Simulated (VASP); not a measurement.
Write the native input for VASP 6.6.1 that does the following.

```yaml
Task: relaxation of cell and atoms
Functional: PBEsol
Potentials_or_basis: VASP PAW PBE potentials, release 64 (I, Na_pv)
Cutoff: 600 eV
k_mesh: 7 × 7 × 7
Occupations: fermi-dirac, width 0.05 eV
Spin: no spin polarisation
Target_pressure: 30 GPa
Dipole_correction: no
Further_INCAR_settings: ALGO = Normal; EDIFF = 1e-06; IBRION = 2; EDIFFG = -0.02; NSW = 80; ISIF = 3
```

The structure of NaI lies in POSCAR:

```
NaI
1.0
    0.0000000000      3.2364000000      3.2364000000
    3.2364000000      0.0000000000      3.2364000000
    3.2364000000      3.2364000000      0.0000000000
I Na
1 1
Direct
    0.5000000000      0.5000000000      0.5000000000
    0.0000000000      0.0000000000      0.0000000000
```

These files were run (other wordings do the same):

INCAR

```
SYSTEM = NaI
  PREC = Accurate
  ENCUT = 600
  EDIFF = 1E-6
  ISMEAR = -1
  SIGMA = 0.05
  LREAL = .FALSE.
  LASPH = .TRUE.
  NELM = 100
  ALGO = Normal
  ISIF = 3
  LWAVE = .FALSE.
  LCHARG = .FALSE.
  GGA = PS
  IBRION = 2
  NSW = 80
  EDIFFG = -0.02
  PSTRESS = 300.0
```

KPOINTS

```
regular mesh
0
G
  7 7 7
  0 0 0
```

Potentials or basis: VASP PAW PBE potentials, release 64 (I, Na_pv).

Run with:

```console
$ cat potpaw_PBE.64/I/POTCAR potpaw_PBE.64/Na_pv/POTCAR > POTCAR
$ mpirun -np 1 vasp_std > vasp.out
```

Results of the run:

The relaxed volume is 19.64 Å³/atom and the relaxed cell is a = 3.816 Å, b = 3.816 Å, c = 3.816 Å, α = 60.00°, β = 60.00°, γ = 60.00°. The space group after relaxing (to 0.1 Å) is Fm-3m (No. 225). The energy change on relaxing (the run minimises the enthalpy) is +757.7 meV/atom. The ionic steps are 5, the pressure after relaxing is 30.1 GPa and the band gap on the k mesh is 3.70 eV (least direct gap 5.54 eV).

Caveat: the cell is relaxed towards a set pressure, so the run minimises the enthalpy, not the energy; the volume moved by over 15 % at a fixed basis, so the end points are rough; the PAW data sets were made with another functional, which shifts forces and pressure a little; spin-orbit coupling is left out, which moves the levels of the heavy elements; an odd mesh through Γ misses points on the zone boundary, where band edges can lie.

Wall time 64 s on 1 thread of Intel(R) Xeon(R) Platinum 8488C (Sapphire Rapids), with other jobs on the host, peak memory 0.27 GiB.
